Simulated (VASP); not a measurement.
# Sr2ReIrO6 (I4/m) in VASP: single point with r2SCAN

Aim: the single point of Sr2ReIrO6 with r2SCAN.

Program: VASP 6.6.1. These are calculated values, not measurements. Logs are shortened: lines on timing, memory, paths and dates and some standing lists are left out, and cuts for length are marked.

**1. The cell of the first run**

The structure is tetragonal, space group I4/m (No. 87). The conventional cell has a = 5.626 Å, b = 5.626 Å, c = 8.034 Å, α = 90.00°, β = 90.00°, γ = 90.00°. Re (site symmetry 4/m) has 6 O at 1.95 to 1.99 Å within 2.6 Å. Within 2.7 Å of Ir (site symmetry 4/m) lie 6 O at 2.07 to 2.09 Å. O (site symmetry m) has 1 Re at 1.99 Å and 1 Ir at 2.09 Å and 2 Sr at 2.53 Å within 2.6 Å. Within 2.6 Å of O (site symmetry 4) lie 1 Re at 1.95 Å and 1 Ir at 2.07 Å. Sr (site symmetry -4) has 12 O at 2.53 to 3.16 Å within 3.3 Å.

**2. Single point, r2SCAN**

POSCAR reads:

```
Sr2ReIrO6
1.0
    0.0000000000      5.6263320000      0.0000000000
    5.6263320000      0.0000000000      0.0000000000
    2.8131660000      2.8131660000     -4.0168730000
Re Ir O Sr
1 1 6 2
Direct
    0.5000000000      0.5000000000      0.0000000000
    0.0000000000      0.0000000000      0.0000000000
    0.2008319361      0.3126194335      0.0000000000
    0.3126194335      0.7991680639      0.0000000000
    0.7991680639      0.6873805665      0.0000000000
    0.6873805665      0.2008319361      0.0000000000
    0.2577968598      0.2577968598      0.4844062803
    0.7422031402      0.7422031402      0.5155937197
    0.7500000000      0.2500000000      0.5000000000
    0.2500000000      0.7500000000      0.5000000000
```

INCAR.step1 reads:

```
SYSTEM = Sr2ReIrO6
PREC = Accurate
ENCUT = 770
ISMEAR = -1
SIGMA = 0.1145
LREAL = .False.
LASPH = .True.
NELM = 120
NBANDS = 55
GGA = PE
ALGO = Normal
EDIFF = 1E-5
LWAVE = .True.
LCHARG = .False.
GGA_COMPAT = .False.
```

INCAR.step2 reads:

```
SYSTEM = Sr2ReIrO6
PREC = Accurate
ENCUT = 770
EDIFF = 1E-6
ISMEAR = -1
SIGMA = 0.1145
LREAL = .False.
LASPH = .True.
NELM = 120
ALGO = Normal
ISIF = 2
LWAVE = .False.
LCHARG = .False.
METAGGA = R2SCAN
LMIXTAU = .True.
NBANDS = 55
ISTART = 1
GGA_COMPAT = .False.
```

KPOINTS reads:

```
Automatic mesh
0
Gamma
  5 5 5
  0 0 0
```

Potentials or basis: VASP PAW PBE potentials, release 64 (Re_sv_GW, Ir_sv_GW, O, Sr_sv).

Started as:

```
cat potpaw_PBE.64/Re_sv_GW/POTCAR potpaw_PBE.64/Ir_sv_GW/POTCAR potpaw_PBE.64/O/POTCAR potpaw_PBE.64/Sr_sv/POTCAR > POTCAR
cp INCAR.step1 INCAR
mpirun -np 1 vasp_std > vasp.out
cp INCAR.step2 INCAR
mpirun -np 1 vasp_std > vasp.out
```

OUTCAR:

```text
SYSTEM = Sr2ReIrO6
   PREC = Accurate
   ENCUT = 770
   EDIFF = 1E-6
   ISMEAR = -1
   LREAL = .False.
   LASPH = .True.
   NELM = 120
   ISIF = 2
   METAGGA = R2SCAN
   ISTART = 1

 ion  position               nearest neighbor table
   1  0.500  0.500  0.000-   7 1.95   8 1.95   5 1.99   6 1.99   3 1.99   4 1.99   9 3.46  10 3.46
                             9 3.46  10 3.46  10 3.46   9 3.46  10 3.46   9 3.46
   2  0.000  0.000  0.000-   8 2.07   7 2.07   4 2.09   5 2.09   6 2.09   3 2.09  10 3.46   9 3.46
                             9 3.46  10 3.46   9 3.46  10 3.46   9 3.46  10 3.46
   3  0.201  0.313  0.000-   1 1.99   2 2.09   9 2.53  10 2.53   9 3.16  10 3.16
   4  0.313  0.799  0.000-   1 1.99   2 2.09  10 2.53   9 2.53  10 3.16   9 3.16
   5  0.799  0.687  0.000-   1 1.99   2 2.09   9 2.53  10 2.53   9 3.16  10 3.16
   6  0.687  0.201  0.000-   1 1.99   2 2.09  10 2.53   9 2.53  10 3.16   9 3.16
   7  0.258  0.258  0.484-   1 1.95   2 2.07  10 2.81   9 2.81   9 2.81  10 2.81
   8  0.742  0.742  0.516-   1 1.95   2 2.07  10 2.81   9 2.81  10 2.81   9 2.81
   9  0.750  0.250  0.500-   4 2.53   6 2.53   3 2.53   5 2.53   7 2.81   8 2.81   8 2.81   7 2.81
                             6 3.16   5 3.16   4 3.16   3 3.16   1 3.46   2 3.46   1 3.46   2 3.46
  10  0.250  0.750  0.500-   3 2.53   5 2.53   4 2.53   6 2.53   7 2.81   8 2.81   8 2.81   7 2.81
                             3 3.16   5 3.16   4 3.16   6 3.16   2 3.46   1 3.46   1 3.46   2 3.46

  LATTYP: Found a body centered tetragonal cell.
 ALAT       =     5.6263320000
 C/A-ratio  =     1.4278833883

  Lattice vectors:

 A1 = (  -2.8131660000,   2.8131660000,   4.0168730000)
 A2 = (   2.8131660000,  -2.8131660000,   4.0168730000)
 A3 = (   2.8131660000,   2.8131660000,  -4.0168730000)

Analysis of symmetry for initial positions (statically):
=====================================================================
 Subroutine PRICEL returns:
 Original cell was already a primitive cell.

 Routine SETGRP: Setting up the symmetry group for a
 body centered tetragonal supercell.

 Subroutine GETGRP returns: Found  8 space group operations
 (whereof  8 operations were pure point group operations)
 out of a pool of 16 trial point group operations.

The static configuration has the point symmetry C_4h.

Analysis of symmetry for dynamics (positions and initial velocities):
=====================================================================
 Subroutine PRICEL returns:
 Original cell was already a primitive cell.

 Routine SETGRP: Setting up the symmetry group for a
 body centered tetragonal supercell.

 Subroutine GETGRP returns: Found  8 space group operations
 (whereof  8 operations were pure point group operations)
 out of a pool of 16 trial point group operations.

The dynamic configuration has the point symmetry C_4h.

 Subroutine INISYM returns: Found  8 space group operations
 (whereof  8 operations are pure point group operations),
 and found     1 'primitive' translations

----------------------------------------------------------------------------------------

                                     Primitive cell

  volume of cell :     127.1566

  direct lattice vectors                    reciprocal lattice vectors
     0.000000000  5.626332000  0.000000000     0.000000000  0.177735690  0.124474934
     5.626332000  0.000000000  0.000000000     0.177735690  0.000000000  0.124474934
     2.813166000  2.813166000 -4.016873000     0.000000000  0.000000000 -0.248949867

  length of vectors
     5.626332000  5.626332000  5.653589531     0.216988443  0.216988443  0.248949867

  position of ions in fractional coordinates (direct lattice)
     0.500000000  0.500000000  0.000000000
     0.000000000  0.000000000  0.000000000
     0.200831936  0.312619433  0.000000000
     0.312619433  0.799168064  0.000000000
     0.799168064  0.687380567  0.000000000
     0.687380567  0.200831936  0.000000000
     0.257796860  0.257796860  0.484406280
     0.742203140  0.742203140  0.515593720
     0.750000000  0.250000000  0.500000000
     0.250000000  0.750000000  0.500000000

  ion indices of the primitive-cell ions
   primitive index   ion index
                 1           1
                 2           2
                 3           3
                 4           4
                 5           5
                 6           6
                 7           7
                 8           8
                 9           9
                10          10

----------------------------------------------------------------------------------------

 KPOINTS: Automatic mesh

Automatic generation of k-mesh.
 Grid dimensions read from file:
 generate k-points for:    5    5    5

 Generating k-lattice:

  Cartesian coordinates                     Fractional coordinates (reciprocal lattice)
     0.000000000  0.035547138  0.024894987     0.200000000  0.000000000  0.000000000
     0.035547138  0.000000000  0.024894987     0.000000000  0.200000000  0.000000000
     0.000000000  0.000000000 -0.049789973     0.000000000  0.000000000  0.200000000

  Length of vectors
     0.043397689  0.043397689  0.049789973

  Shift w.r.t. Gamma in fractional coordinates (k-lattice)
     0.000000000  0.000000000  0.000000000

 Subroutine IBZKPT returns following result:
 ===========================================

 Found     21 irreducible k-points:

 Following reciprocal coordinates:
            Coordinates               Weight
  0.000000  0.000000  0.000000      1.000000
  0.200000  0.000000  0.000000      8.000000
  0.400000  0.000000 -0.000000      8.000000
  0.200000  0.200000  0.000000      8.000000
  0.400000  0.200000  0.000000      8.000000
 -0.200000 -0.400000  0.000000      8.000000
[... 13 lines left out ...]
  0.000000  0.000000  0.400000      2.000000
 -0.200000  0.000000  0.400000      4.000000
   k-points           NKPTS =     21   k-points in BZ     NKDIM =     21   number of bands    NBANDS=     55
   number of dos      NEDOS =    301   number of ions     NIONS =     10
   total plane-waves  NPLWV = 157464
   dimension x,y,z NGX =    54 NGY =   54 NGZ =   54
   dimension x,y,z NGXF=   108 NGYF=  108 NGZF=  108
   ions per type =               1   1   6   2
   NGX,Y,Z   is equivalent  to a cutoff of  15.96, 15.96, 15.88 a.u.
   NGXF,Y,Z  is equivalent  to a cutoff of  31.91, 31.91, 31.76 a.u.
 SYSTEM =  Sr2ReIrO6
   PREC   = accura    normal or accurate (medium, high low for compatibility)
   ISTART =      1    job   : 0-new  1-cont  2-samecut
   ICHARG =      0    charge: 1-file 2-atom 10-const
   ISPIN  =      1    spin polarized calculation?
   LNONCOLLINEAR =      F non collinear calculations
   LSORBIT =      F    spin-orbit coupling
   LASPH  =      T    aspherical Exc in radial PAW
   ENCUT  =  770.0 eV  56.59 Ry    7.52 a.u.  12.73 12.73 12.79*2*pi/ulx,y,z
   NELM   =    120;   NELMIN=  2; NELMDL=  0     # of ELM steps
   EDIFF  = 0.1E-05   stopping-criterion for ELM
   LREAL  =      F    real-space projection
   EDIFFG = 0.1E-04   stopping-criterion for IOM
   NSW    =      0    number of steps for IOM
   IBRION =     -1    ionic relax: 0-MD 1-quasi-New 2-CG
   NFREE  =      0    steps in history (QN), initial steepest desc. (CG)
   ISIF   =      2    stress and relaxation
   ISYM   =      2    0-nonsym 1-usesym 2-fastsym
   POTIM  = 0.5000    time-step for ionic-motion
   TEBEG  =    0.0;   TEEND  =   0.0 temperature during run
   PSTRESS=    0.0 pullay stress
   NELECT =      88.0000    total number of electrons
   NUPDOWN=      -1.0000    fix difference up-down
   EMIN   =  10.00;   EMAX   =-10.00  energy-range for DOS
   EFERMI =   0.00;   METHOD = LEGACY
   ISMEAR =    -1;   SIGMA  =   0.11  broadening in eV -4-tet -1-fermi 0-gaus
   EFERMI_NEDOS =   21; number of points for ismear=-14 and -15
   IALGO  =     38    algorithm
   IMIX   =      4    mixing-type and parameters
     AMIX     =   0.40;   BMIX     =  1.00
     AMIX_MAG =   1.60;   BMIX_MAG =  1.00
  volume/ion in A,a.u.               =      12.72        85.81
  Fermi-wavevector in a.u.,A,eV,Ry     =   1.448070  2.736455 28.530134  2.096906
  Thomas-Fermi vector in A             =   2.565953
   LORBIT       =      0    0 simple, 1 ext, 2 COOP (PROOUT), +10 PAW based schemes
   METAGGA = R2SCAN    functional components
   LHFCALC =     F    Hartree Fock is set to
   AEXX    =    0.0000 exact exchange contribution
   IVDW    =     0    specifies the selected vdW correction
   LEPSILON=     F    determine dielectric tensor
   LRPA    =     F    only Hartree local field effects (RPA)
 non-spin polarized calculation
  energy-cutoff  :      770.00
  volume of cell :      127.16
 maximum number of plane-waves:      6199
 NGX is ok and might be reduce to    54
   NGX = 25   NGY = 25   NGZ = 25

 number of electron      88.0000001 magnetization

 Free energy of the ion-electron system (eV)
  ---------------------------------------------------
  ext. energy  EPLUGINS =         0.00000000
  ---------------------------------------------------
  free energy    TOTEN  =      -193.82915713 eV

  energy without entropy =     -193.56102098  energy(sigma->0) =     -193.69508905

 E-fermi :   6.5808     XC(G=0): -12.0922

 val. band max:        6.5642603824   @ k =   0.4000   0.2000  -0.2000
 cond. band min:       6.5849196253   @ k =  -0.2000   0.4000  -0.0000
 fundamental gap:      0.0206592429
 Fermi energy:         6.5808191721

 k-point     1 :       0.0000    0.0000    0.0000
  band No.  band energies     occupation
      1     -88.9096      2.00000
      2     -77.9417      2.00000
      3     -45.2564      2.00000
      4     -45.0596      2.00000
      5     -45.0596      2.00000
      6     -39.3412      2.00000
[... 47 lines left out ...]
     54      11.4397      0.00000
[... 1159 lines left out ...]
     54      12.5803      0.00000
     55      13.1276      0.00000

------------------------ aborting loop because EDIFF is reached ----------------------------------------

  FORCE on cell =-STRESS in cart. coord.  units (eV):
  Direction    XX          YY          ZZ          XY          YZ          ZX
  --------------------------------------------------------------------------------------
  -------------------------------------------------------------------------------------
  Total       -2.7406377     -2.7406377     -5.7048613     -0.0002591     -0.0000000      0.0000000
  in kB      -34.5321323    -34.5321323    -71.8814549     -0.0032645     -0.0000000      0.0000000
  external PRESSURE =     -46.9819065 kB  Pullay stress =       0.0000000 kB

 VOLUME and BASIS-vectors are now :
 -----------------------------------------------------------------------------
  energy-cutoff  :      770.00
  volume of cell :      127.16
      direct lattice vectors                 reciprocal lattice vectors
     0.000000000  5.626332000  0.000000000     0.000000000  0.177735690  0.124474934
     5.626332000  0.000000000  0.000000000     0.177735690  0.000000000  0.124474934
     2.813166000  2.813166000 -4.016873000     0.000000000  0.000000000 -0.248949867

 POSITION                                       TOTAL-FORCE (eV/Angst)
 -----------------------------------------------------------------------------------
      2.81317      2.81317      0.00000        -0.000000     -0.000000      0.000000
      0.00000      0.00000      0.00000        -0.000000     -0.000000      0.000000
      1.75890      1.12995      0.00000        -0.032280      0.004840      0.000000
      4.49638      1.75890      0.00000        -0.004840     -0.032280      0.000000
      3.86743      4.49638      0.00000         0.032280     -0.004840      0.000000
      1.12995      3.86743      0.00000         0.004840      0.032280      0.000000
      2.81317      2.81317     -1.94580        -0.000000     -0.000000     -0.041134
      5.62633      5.62633     -2.07107         0.000000      0.000000      0.041134
      2.81317      5.62633     -2.00844        -0.000000     -0.000000     -0.000000
      5.62633      2.81317     -2.00844        -0.000000     -0.000000      0.000000
 -----------------------------------------------------------------------------------
    total drift:                                0.000000      0.000000     -0.000000

  FREE ENERGIE OF THE ION-ELECTRON SYSTEM (eV)
  ---------------------------------------------------
  free  energy   TOTEN  =      -193.8291571317 eV

  energy  without entropy=     -193.5610209751  energy(sigma->0) =     -193.69508905
```

Run time: 15 min. Hardware: 1 thread of Intel Xeon 6975P-C (Granite Rapids), shared host; peak memory 0.61 GiB.

Results:

```yaml
Free_energy: -193.8292 eV
Pressure: -4.7 GPa
Largest_force: 0.041 eV/Å
Band_gap_on_the_k_mesh: zero (bands 44 and 45 overlap by 0.08 eV)
```

Forces on the atoms (eV/Å):
```
Re   0.000  0.000  0.000
Ir   0.000  0.000  0.000
O   -0.032  0.005  0.000
O   -0.005 -0.032  0.000
O    0.032 -0.005  0.000
O    0.005  0.032  0.000
O    0.000  0.000 -0.041
O    0.000  0.000  0.041
Sr   0.000  0.000  0.000
Sr   0.000  0.000  0.000
```

Caveat: the cell stands under tension; the PAW data sets were made with another functional, which shifts forces and pressure a little; spin-orbit coupling is left out, which moves the levels of the heavy elements.

The gap in the log of VASP goes by the Fermi energy; the results here count the filled bands.